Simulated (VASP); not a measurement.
# Te2Pt (P-3m1) in VASP: notebook

Runs on Te2Pt. Level: PBE. Tasks: single point.

Program: VASP 6.6.1. These are calculated values, not measurements. Logs are shortened: lines on timing, memory, paths and dates and some standing lists are left out, and cuts for length are marked.

### 1 The cell of the first run

Symmetry: P-3m1, No. 164, trigonal system. The conventional cell has a = 4.199 Å, b = 4.199 Å, c = 5.534 Å, α = 90.00°, β = 90.00°, γ = 120.00°. Within 3.8 Å of Te (site symmetry 3m) lie 3 Pt at 2.80 Å and 6 Te at 3.66 to 3.70 Å. Pt (site symmetry -3m) has 6 Te at 2.80 Å within 3.7 Å.

### 2 Single point, PBE, collinear spin (28.17 Å³/atom)

INCAR reads:

```
ALGO = Normal
EDIFF = 1E-6
ENCUT = 500
GGA = PE
GGA_COMPAT = False
ISIF = 2
ISMEAR = 0
ISPIN = 2
LASPH = True
LCHARG = False
LMAXMIX = 4
LORBIT = 11
LREAL = False
LWAVE = False
MAGMOM = 0 0 0.125
NBANDS = 22
NELM = 200
NUPDOWN = 0.125
PREC = Accurate
SIGMA = 0.15
```

KPOINTS reads:

```
k-points
0
Gamma
  12 12 8
```

POSCAR reads:

```
Te2Pt
1.0
    4.1991571964      0.0000000000      0.0000000000
   -2.0995785982      3.6365768066      0.0000000000
    0.0000000000      0.0000000000      5.5341790286
Te Pt
2 1
Direct
    0.3333333333      0.6666666667      0.2528728645
    0.6666666667      0.3333333333      0.7471271355
    0.0000000000      0.0000000000      0.0000000000
```

Potentials or basis: VASP PAW PBE potentials, release 64 (Te, Pt).

Started as:

```
cat potpaw_PBE.64/Te/POTCAR potpaw_PBE.64/Pt/POTCAR > POTCAR
mpirun -np 1 vasp_std > vasp.out
```

OUTCAR:

```text
EDIFF = 1E-6
   ENCUT = 500
   GGA = PE
   ISIF = 2
   ISMEAR = 0
   ISPIN = 2
   LASPH = True
   LORBIT = 11
   LREAL = False
   NELM = 200
   NUPDOWN = 0.125
   PREC = Accurate

 ion  position               nearest neighbor table
   1  0.333  0.667  0.253-   3 2.80   3 2.80   3 2.80   2 3.66   2 3.66   2 3.66
   2  0.667  0.333  0.747-   3 2.80   3 2.80   3 2.80   1 3.66   1 3.66   1 3.66
   3  0.000  0.000  0.000-   1 2.80   2 2.80   2 2.80   1 2.80   2 2.80   1 2.80

  LATTYP: Found a hexagonal cell.
 ALAT       =     4.1991571964
 C/A-ratio  =     1.3179261385

  Lattice vectors:

 A1 = (   4.1991571964,   0.0000000000,   0.0000000000)
 A2 = (  -2.0995785982,   3.6365768066,   0.0000000000)
 A3 = (   0.0000000000,   0.0000000000,   5.5341790286)

Analysis of symmetry for initial positions (statically):
=====================================================================
 Subroutine PRICEL returns:
 Original cell was already a primitive cell.

 Routine SETGRP: Setting up the symmetry group for a
 hexagonal supercell.

 Subroutine GETGRP returns: Found 12 space group operations
 (whereof 12 operations were pure point group operations)
 out of a pool of 24 trial point group operations.

The static configuration has the point symmetry D_3d.

Analysis of symmetry for dynamics (positions and initial velocities):
=====================================================================
 Subroutine PRICEL returns:
 Original cell was already a primitive cell.

 Routine SETGRP: Setting up the symmetry group for a
 hexagonal supercell.

 Subroutine GETGRP returns: Found 12 space group operations
 (whereof 12 operations were pure point group operations)
 out of a pool of 24 trial point group operations.

The dynamic configuration has the point symmetry D_3d.

Analysis of structural, dynamic, and magnetic symmetry:
=====================================================================
 Subroutine PRICEL returns:
 Original cell was already a primitive cell.

 Routine SETGRP: Setting up the symmetry group for a
 hexagonal supercell.

 Subroutine GETGRP returns: Found 12 space group operations
 (whereof 12 operations were pure point group operations)
 out of a pool of 24 trial point group operations.

The overall configuration has the point symmetry D_3d.

 Subroutine INISYM returns: Found 12 space group operations
 (whereof 12 operations are pure point group operations),
 and found     1 'primitive' translations
[... 120 lines left out ...]
  Thomas-Fermi vector in A             =   2.180103
   LORBIT       =     11    0 simple, 1 ext, 2 COOP (PROOUT), +10 PAW based schemes
   GGA     = PE    functional components
   LHFCALC =     F    Hartree Fock is set to
   AEXX    =    0.0000 exact exchange contribution
   IVDW    =     0    specifies the selected vdW correction
   LEPSILON=     F    determine dielectric tensor
   LRPA    =     F    only Hartree local field effects (RPA)
 spin polarized calculation
 Gauss-broadening in eV      SIGMA  =   0.15
  energy-cutoff  :      500.00
  volume of cell :       84.51
 maximum number of plane-waves:      2187
 NGX is ok and might be reduce to    32
   NGX = 15   NGY = 15   NGZ = 21

 number of electron      22.0000002 magnetization       0.1250000

 Free energy of the ion-electron system (eV)
  ---------------------------------------------------
  ext. energy  EPLUGINS =         0.00000000
  ---------------------------------------------------
  free energy    TOTEN  =       -13.43429558 eV

  energy without entropy =      -13.41885338  energy(sigma->0) =      -13.42657448

 E-fermi :   6.6164     XC(G=0):  -9.8402

 val. band max:        6.7675021754   @ k =  -0.0833   0.3333   0.3750
 cond. band min:       6.6214654687   @ k =   0.0833   0.0833   0.3750
 fundamental gap:     -0.1460367068
 Fermi energy:         6.7683078108

 spin component 1

 k-point     1 :       0.0000    0.0000    0.0000
  band No.  band energies     occupation
      1      -6.2787      1.00000
      2      -3.7696      1.00000
      3       0.9557      1.00000
      4       1.8034      1.00000
      5       1.8034      1.00000
      6       3.5443      1.00000
[... 589 lines left out ...]
     21      16.2001      0.00000
     22      17.0101      0.00000

 [... further k-points ...]

 spin component 2

 k-point     1 :       0.0000    0.0000    0.0000
  band No.  band energies     occupation
      1      -6.2539      1.00000
      2      -3.7438      1.00000
      3       0.9825      1.00000
      4       1.8320      1.00000
      5       1.8320      1.00000
      6       3.5648      1.00000
[... 589 lines left out ...]
     21      16.2293      0.00000
     22      17.0406      0.00000

 [... further k-points ...]

------------------------ aborting loop because EDIFF is reached ----------------------------------------

  FORCE on cell =-STRESS in cart. coord.  units (eV):
  Direction    XX          YY          ZZ          XY          YZ          ZX
  --------------------------------------------------------------------------------------
  -------------------------------------------------------------------------------------
  Total       -3.5918475     -3.5918475     -2.5725614      0.0000000     -0.0000000      0.0000000
  in kB      -68.0958077    -68.0958077    -48.7717372      0.0000000     -0.0000000      0.0000000
  external PRESSURE =     -61.6544509 kB  Pullay stress =       0.0000000 kB

 VOLUME and BASIS-vectors are now :
 -----------------------------------------------------------------------------
  energy-cutoff  :      500.00
  volume of cell :       84.51
      direct lattice vectors                 reciprocal lattice vectors
     4.199157196  0.000000000  0.000000000     0.238143026  0.137491940  0.000000000
    -2.099578598  3.636576807  0.000000000     0.000000000  0.274983880  0.000000000
     0.000000000  0.000000000  5.534179029     0.000000000  0.000000000  0.180695275

 POSITION                                       TOTAL-FORCE (eV/Angst)
 -----------------------------------------------------------------------------------
     -0.00000      2.42438      1.39944        -0.000000      0.000000     -0.646241
      2.09958      1.21219      4.13474         0.000000     -0.000000      0.646241
      0.00000      0.00000      0.00000         0.000000      0.000000      0.000000
 -----------------------------------------------------------------------------------
    total drift:                                0.000000     -0.000000      0.000000

  FREE ENERGIE OF THE ION-ELECTRON SYSTEM (eV)
  ---------------------------------------------------
  free  energy   TOTEN  =       -13.4342955776 eV

  energy  without entropy=      -13.4188533779  energy(sigma->0) =      -13.42657448

 total charge

# of ion       s       p       d       tot
------------------------------------------
    1        1.400   1.812   0.049   3.261
    2        1.400   1.812   0.049   3.261
    3        0.620   0.510   8.022   9.151
--------------------------------------------------
tot          3.420   4.134   8.120  15.674

 magnetization (x)

# of ion       s       p       d       tot
------------------------------------------
    1        0.003   0.019   0.001   0.023
    2        0.003   0.019   0.001   0.023
    3        0.000   0.002   0.038   0.040
--------------------------------------------------
tot          0.006   0.041   0.040   0.086
```

Run time: 3.5 min. Hardware: 1 thread of Intel Xeon Platinum 8559C (Emerald Rapids), shared host; peak memory 0.47 GiB.

Results:

```
Free energy                                           : -13.4343 eV
Pressure                                              : -6.2 GPa
Largest force                                         : 0.646 eV/Å
Net moment                                            : 0.12 μB per cell
Site moments                                          : Te +0.02; Pt +0.04 μB
Valence electrons inside the program's atomic spheres : Te 3.26; Pt 9.15
```

Forces on the atoms (eV/Å):
```
Te   0.000  0.000 -0.646
Te   0.000  0.000  0.646
Pt   0.000  0.000  0.000
```

Caveat: the cell stands under tension; spin-orbit coupling is left out, which moves the levels of the heavy elements; the total moment is fixed, so each spin has its own Fermi level and the state may be an excited one.

### 3 Single point, PBE, collinear spin (28.17 Å³/atom)

INCAR reads:

```
SYSTEM = Te2Pt
  PREC = Accurate
  ENCUT = 500
  EDIFF = 1E-6
  ISMEAR = 0
  SIGMA = 0.15
  LREAL = .False.
  LASPH = .True.
  NELM = 200
  ALGO = Normal
  ISIF = 2
  LWAVE = .False.
  LCHARG = .False.
  ISPIN = 2
  MAGMOM = 0 0 0.25
  LORBIT = 11
  NUPDOWN = 0.25
  LMAXMIX = 4
  GGA = PE
  NBANDS = 22
  GGA_COMPAT = .False.
```

KPOINTS reads:

```
Automatic mesh
0
Gamma
  12 12 8
  0 0 0
```

POSCAR is that of step 2.

Potentials or basis: VASP PAW PBE potentials, release 64 (Te, Pt).

Started as:

```
cat potpaw_PBE.64/Te/POTCAR potpaw_PBE.64/Pt/POTCAR > POTCAR
mpirun -np 1 vasp_std > vasp.out
```

Wall time 5.2 min (1 thread of Intel Xeon Platinum 8375C at 2.90GHz (Ice Lake), shared host); peak memory 0.48 GiB.

It converged, with:

```yaml
Free_energy: -13.4197 eV
Pressure: -6.1 GPa
Largest_force: 0.633 eV/Å
Net_moment: 0.25 μB per cell
Site_moments: Te +0.05; Pt +0.08 μB
Valence_electrons_inside_the_program's_atomic_spheres: Te 3.26; Pt 9.15
```

Forces on the atoms (eV/Å):
```
Te   0.000  0.000 -0.633
Te   0.000  0.000  0.633
Pt   0.000  0.000  0.000
```

Stress tensor (GPa, compression positive):
```
-6.78  0.00  0.00
 0.00 -6.78  0.00
 0.00  0.00 -4.87
```

Caveat: the cell stands under tension; spin-orbit coupling is left out, which moves the levels of the heavy elements; the total moment is fixed, so each spin has its own Fermi level and the state may be an excited one.
